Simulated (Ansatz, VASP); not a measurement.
## PbS: VASP beside Ansatz

```xyz
2
Lattice="3.9519 0.0000 0.0000 -1.9760 3.4225 0.0000 0.0000 0.0000 3.8878" Properties=species:S:1:pos:R:3 pbc="T T T"
Pb    0.0000    0.0000    0.0000
S     1.9760    1.1408    1.9439
```

Alike in both runs: task single point; functional PBEsol; k mesh 12 × 12 × 12; occupations gaussian, width 0.1 eV; no spin polarisation.

|  | VASP | Ansatz |
| --- | --- | --- |
| version | VASP 6.6.1 | Ansatz 0.2.0 |
| potentials or method | VASP PAW PBE potentials, release 64 (Pb_d, S), cutoff 520 eV | scalar-relativistic, plane waves, PAW |
| valence electrons in the cell | 20 | 20 |

|  | VASP | Ansatz | Ansatz less VASP |
| --- | --- | --- | --- |
| gap on the k mesh at the Fermi level (eV) | none | none | - |
| pressure (GPa) | -1.8 | -1.7 | +0.05 |
| traceless stress, the component that is largest in VASP (GPa) | -2.45 | -2.45 | -0.001 |

VASP's potentials were made for PBE, not for PBEsol. A gap of «none» marks a metal or a gap that the smearing closes.

Neither program's run includes spin-orbit coupling.
